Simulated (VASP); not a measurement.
# Cu (I4/mmm) in VASP: notebook, part 2 of 2

VASP 6.6.1. The steps go on from the part before.

## Step 5: Single point, PBE

This run uses another cell than the first one, of 11.60 Å³/atom.

Input file INCAR:

```
  ALGO = Normal
  EDIFF = 1E-6
  ENCUT = 520
  GGA = PE
  ISIF = 2
  ISMEAR = 0
  LASPH = True
  LCHARG = False
  LREAL = False
  LWAVE = False
  NBANDS = 12
  NELM = 100
  PREC = Accurate
  SIGMA = 0.15
```

Input file KPOINTS:

```
k-points
0
Gamma
  22 22 22
```

Input file POSCAR:

```
Cu
1.0
   -1.4487000000      1.4487000000      1.3819816190
    1.4487000000     -1.4487000000      1.3819816190
    1.4487000000      1.4487000000     -1.3819816190
Cu
1
Direct
    0.0000000000      0.0000000000      0.0000000000
```

Potentials or basis: VASP PAW PBE potentials, release 64 (Cu).

The run is started by

```bash
$ cat potpaw_PBE.64/Cu/POTCAR > POTCAR
$ mpirun -np 1 vasp_std > vasp.out
```

OUTCAR:

```text
EDIFF = 1E-6
   ENCUT = 520
   GGA = PE
   ISIF = 2
   ISMEAR = 0
   LASPH = True
   LREAL = False
   NELM = 100
   PREC = Accurate

 ion  position               nearest neighbor table
   1  0.000  0.000  0.000-

  LATTYP: Found a body centered tetragonal cell.
 ALAT       =     2.8974000000
 C/A-ratio  =     0.9539460337

  Lattice vectors:

 A1 = (  -1.4487000000,   1.4487000000,   1.3819816190)
 A2 = (   1.4487000000,  -1.4487000000,   1.3819816190)
 A3 = (   1.4487000000,   1.4487000000,  -1.3819816190)

Analysis of symmetry for initial positions (statically):
=====================================================================
 Subroutine PRICEL returns:
 Original cell was already a primitive cell.

 Routine SETGRP: Setting up the symmetry group for a
 body centered tetragonal supercell.

 Subroutine GETGRP returns: Found 16 space group operations
 (whereof 16 operations were pure point group operations)
 out of a pool of 16 trial point group operations.

The static configuration has the point symmetry D_4h.

Analysis of symmetry for dynamics (positions and initial velocities):
=====================================================================
 Subroutine PRICEL returns:
 Original cell was already a primitive cell.

 Routine SETGRP: Setting up the symmetry group for a
 body centered tetragonal supercell.

 Subroutine GETGRP returns: Found 16 space group operations
 (whereof 16 operations were pure point group operations)
 out of a pool of 16 trial point group operations.

The dynamic configuration has the point symmetry D_4h.

 Subroutine INISYM returns: Found 16 space group operations
 (whereof 16 operations are pure point group operations),
 and found     1 'primitive' translations

----------------------------------------------------------------------------------------

                                     Primitive cell

  volume of cell :      11.6016

  direct lattice vectors                    reciprocal lattice vectors
    -1.448700000  1.448700000  1.381981619     0.000000000  0.345137019  0.361799313
     1.448700000 -1.448700000  1.381981619     0.345137019  0.000000000  0.361799313
     1.448700000  1.448700000 -1.381981619     0.345137019  0.345137019  0.000000000

  length of vectors
     2.471302607  2.471302607  2.471302607     0.500018305  0.500018305  0.488097454

  position of ions in fractional coordinates (direct lattice)
     0.000000000  0.000000000  0.000000000

  ion indices of the primitive-cell ions
   primitive index   ion index
                 1           1

----------------------------------------------------------------------------------------

 KPOINTS: k-points

Automatic generation of k-mesh.
 Grid dimensions read from file:
 generate k-points for:   22   22   22

 Generating k-lattice:

  Cartesian coordinates                     Fractional coordinates (reciprocal lattice)
     0.000000000  0.015688046  0.016445423     0.045454545 -0.000000000  0.000000000
     0.015688046  0.000000000  0.016445423    -0.000000000  0.045454545  0.000000000
     0.015688046  0.015688046  0.000000000     0.000000000  0.000000000  0.045454545

  Length of vectors
     0.022728105  0.022728105  0.022186248

  Shift w.r.t. Gamma in fractional coordinates (k-lattice)
     0.000000000  0.000000000  0.000000000

 Subroutine IBZKPT returns following result:
 ===========================================

 Found    834 irreducible k-points:

 Following reciprocal coordinates:
            Coordinates               Weight
  0.000000  0.000000  0.000000      1.000000
  0.045455  0.000000 -0.000000      8.000000
  0.090909  0.000000 -0.000000      8.000000
  0.136364 -0.000000  0.000000      8.000000
  0.181818 -0.000000  0.000000      8.000000
  0.227273 -0.000000  0.000000      8.000000
[... 16 lines left out ...]
  0.500000  0.045455  0.000000     16.000000
 -0.454545  0.045455 -0.000000     16.000000
 [... further k-points ...]
   k-points           NKPTS =    834   k-points in BZ     NKDIM =    834   number of bands    NBANDS=     12
   number of dos      NEDOS =    301   number of ions     NIONS =      1
   total plane-waves  NPLWV =   5832
   dimension x,y,z NGX =    18 NGY =   18 NGZ =   18
   dimension x,y,z NGXF=    36 NGYF=   36 NGZF=   36
   ions per type =               1
   NGX,Y,Z   is equivalent  to a cutoff of  12.11, 12.11, 12.11 a.u.
   NGXF,Y,Z  is equivalent  to a cutoff of  24.22, 24.22, 24.22 a.u.
 SYSTEM =  unknown system
   PREC   = accura    normal or accurate (medium, high low for compatibility)
   ISTART =      0    job   : 0-new  1-cont  2-samecut
   ICHARG =      2    charge: 1-file 2-atom 10-const
   ISPIN  =      1    spin polarized calculation?
   LNONCOLLINEAR =      F non collinear calculations
   LSORBIT =      F    spin-orbit coupling
   LASPH  =      T    aspherical Exc in radial PAW
   ENCUT  =  520.0 eV  38.22 Ry    6.18 a.u.   4.59  4.59  4.59*2*pi/ulx,y,z
   NELM   =    100;   NELMIN=  2; NELMDL= -5     # of ELM steps
   EDIFF  = 0.1E-05   stopping-criterion for ELM
   LREAL  =      F    real-space projection
   EDIFFG = 0.1E-04   stopping-criterion for IOM
   NSW    =      0    number of steps for IOM
   IBRION =     -1    ionic relax: 0-MD 1-quasi-New 2-CG
   NFREE  =      0    steps in history (QN), initial steepest desc. (CG)
   ISIF   =      2    stress and relaxation
   ISYM   =      2    0-nonsym 1-usesym 2-fastsym
   POTIM  = 0.5000    time-step for ionic-motion
   TEBEG  =    0.0;   TEEND  =   0.0 temperature during run
   PSTRESS=    0.0 pullay stress
   NELECT =      11.0000    total number of electrons
   NUPDOWN=      -1.0000    fix difference up-down
   EMIN   =  10.00;   EMAX   =-10.00  energy-range for DOS
   EFERMI =   0.00;   METHOD = LEGACY
   ISMEAR =     0;   SIGMA  =   0.15  broadening in eV -4-tet -1-fermi 0-gaus
   EFERMI_NEDOS =   21; number of points for ismear=-14 and -15
   IALGO  =     38    algorithm
   IMIX   =      4    mixing-type and parameters
     AMIX     =   0.40;   BMIX     =  1.00
     AMIX_MAG =   1.60;   BMIX_MAG =  1.00
  volume/ion in A,a.u.               =      11.60        78.29
  Fermi-wavevector in a.u.,A,eV,Ry     =   1.608296  3.039239 35.193050  2.586616
  Thomas-Fermi vector in A             =   2.704188
   LORBIT       =      0    0 simple, 1 ext, 2 COOP (PROOUT), +10 PAW based schemes
   GGA     = PE    functional components
   LHFCALC =     F    Hartree Fock is set to
   AEXX    =    0.0000 exact exchange contribution
   IVDW    =     0    specifies the selected vdW correction
   LEPSILON=     F    determine dielectric tensor
   LRPA    =     F    only Hartree local field effects (RPA)
 non-spin polarized calculation
 Gauss-broadening in eV      SIGMA  =   0.15
  energy-cutoff  :      520.00
  volume of cell :       11.60
 maximum number of plane-waves:       331
   NGX =  9   NGY =  9   NGZ =  9

 number of electron      10.9999993 magnetization

 Free energy of the ion-electron system (eV)
  ---------------------------------------------------
  ext. energy  EPLUGINS =         0.00000000
  ---------------------------------------------------
  free energy    TOTEN  =        -3.68536194 eV

  energy without entropy =       -3.68090298  energy(sigma->0) =       -3.68313246

 E-fermi :   7.8178     XC(G=0): -12.8310

 val. band max:        7.8157843039   @ k =   0.5000   0.3636   0.0000
 cond. band min:       7.8247787143   @ k =   0.2273   0.1364   0.1364
 fundamental gap:      0.0089944105
 Fermi energy:         7.8177753037

 k-point     1 :       0.0000    0.0000    0.0000
  band No.  band energies     occupation
      1      -1.6735      2.00000
      2       4.5270      2.00000
      3       4.7169      2.00000
      4       4.7169      2.00000
      5       5.5728      2.00000
      6       5.7750      2.00000
      7      32.5601      0.00000
      8      32.5601      0.00000
      9      33.7964      0.00000
     10      36.4636      0.00000
     11      36.4636      0.00000
     12      36.5730      0.00000
[... 331 lines left out ...]
 k-point    24 :      -0.4545    0.0455   -0.0000
  band No.  band energies     occupation
      1       2.6527      2.00000
      2       3.8859      2.00000
      3       5.6602      2.00000
      4       5.6957      2.00000
      5       6.1048      2.00000
      6       6.8724      2.00000
      7      13.7687      0.00000
      8      24.3986      0.00000
      9      25.3765      0.00000
     10      29.6824      0.00000
     11      32.6297      0.00000
     12      41.9460      0.00000

 [... further k-points ...]

------------------------ aborting loop because EDIFF is reached ----------------------------------------

  FORCE on cell =-STRESS in cart. coord.  units (eV):
  Direction    XX          YY          ZZ          XY          YZ          ZX
  --------------------------------------------------------------------------------------
  -------------------------------------------------------------------------------------
  Total        0.4237024      0.4237024      0.4031549      0.0000000     -0.0000000      0.0000000
  in kB       58.5129972     58.5129972     55.6754052      0.0000000     -0.0000000      0.0000000
  external PRESSURE =      57.5671332 kB  Pullay stress =       0.0000000 kB

 VOLUME and BASIS-vectors are now :
 -----------------------------------------------------------------------------
  energy-cutoff  :      520.00
  volume of cell :       11.60
      direct lattice vectors                 reciprocal lattice vectors
    -1.448700000  1.448700000  1.381981619     0.000000000  0.345137019  0.361799313
     1.448700000 -1.448700000  1.381981619     0.345137019  0.000000000  0.361799313
     1.448700000  1.448700000 -1.381981619     0.345137019  0.345137019  0.000000000

 POSITION                                       TOTAL-FORCE (eV/Angst)
 -----------------------------------------------------------------------------------
      0.00000      0.00000      0.00000        -0.000000      0.000000      0.000000
 -----------------------------------------------------------------------------------
    total drift:                                0.000000      0.000000      0.000000

  FREE ENERGIE OF THE ION-ELECTRON SYSTEM (eV)
  ---------------------------------------------------
  free  energy   TOTEN  =        -3.6853619406 eV

  energy  without entropy=       -3.6809029836  energy(sigma->0) =       -3.68313246
```

OSZICAR:

```text
N       E                     dE             d eps       ncg     rms          rms(c)
DAV:   1     0.427711225197E+02    0.42771E+02   -0.54086E+03 22232   0.154E+03
DAV:   2    -0.323446245335E+01   -0.46006E+02   -0.42472E+02 20676   0.205E+02
DAV:   3    -0.458302981910E+01   -0.13486E+01   -0.13376E+01 23176   0.401E+01
DAV:   4    -0.459140029995E+01   -0.83705E-02   -0.83694E-02 22456   0.280E+00
DAV:   5    -0.459147805133E+01   -0.77751E-04   -0.77751E-04 23376   0.274E-01    0.761E+00
DAV:   6    -0.403899934516E+01    0.55248E+00   -0.13621E+01 23332   0.707E+01    0.376E+00
DAV:   7    -0.369943271161E+01    0.33957E+00   -0.21431E+00 23464   0.279E+01    0.653E-01
DAV:   8    -0.368621829870E+01    0.13214E-01   -0.60562E-03 25976   0.752E-01    0.218E-01
DAV:   9    -0.368535999645E+01    0.85830E-03   -0.51174E-03 26004   0.124E+00    0.296E-02
DAV:  10    -0.368536335569E+01   -0.33592E-05   -0.36996E-05 29060   0.101E-01    0.858E-03
DAV:  11    -0.368536178237E+01    0.15733E-05   -0.12534E-06 16076   0.216E-02    0.263E-04
DAV:  12    -0.368536194059E+01   -0.15821E-06   -0.75499E-08 10908   0.312E-03
   1 F= -.36853619E+01 E0= -.36831325E+01  d E =-.445896E-02
```

stdout:

```text
POSCAR found type information on POSCAR Cu
 POSCAR found :  1 types and       1 ions
 scaLAPACK will be used
 LDA part: xc-table for (Slater+PW92), standard interpolation
 POSCAR, INCAR and KPOINTS ok, starting setup
 FFT: planning ... GRIDC
 FFT: planning ... GRID_SOFT
 FFT: planning ... GRID
 WAVECAR not read
 entering main loop
```

Run time: 2.1 min. Hardware: 1 thread of Intel Xeon 8259CL, shared host; peak memory 0.22 GiB.

What came out:

```
Free energy            : -3.6854 eV
Pressure               : 5.8 GPa
Band gap on the k mesh : zero (an odd number of electrons rules out a gap without spin polarisation)
```

Caveat: the cell stands under pressure.

## Step 6: Overview

| cell | gap on the mesh (eV) | pressure (GPa) |
| --- | --- | --- |
| a = 2.458 Å, angles 107.8, 107.8, 112.9°, 1 atom | none | 8.7 |
| a = 2.454 Å, angles 110.5, 110.5, 107.5°, 1 atom | none | 9.2 |
| a = 2.456 Å, angles 109.1, 109.1, 110.2°, 1 atom | none | 8.7 |
| a = 2.471 Å, angles 108.2, 108.2, 112.0°, 1 atom | none | 5.8 |

Alike in all rows: task single point; level PBE; potentials or basis VASP PAW PBE potentials, release 64 (Cu); no spin polarisation; k mesh 22 × 22 × 22; cutoff (eV) 520; smearing gaussian 0.15 eV.

Caveats: the cell stands under pressure.

Total energies depend on the potentials used, so only differences within one code and one set of settings carry meaning.
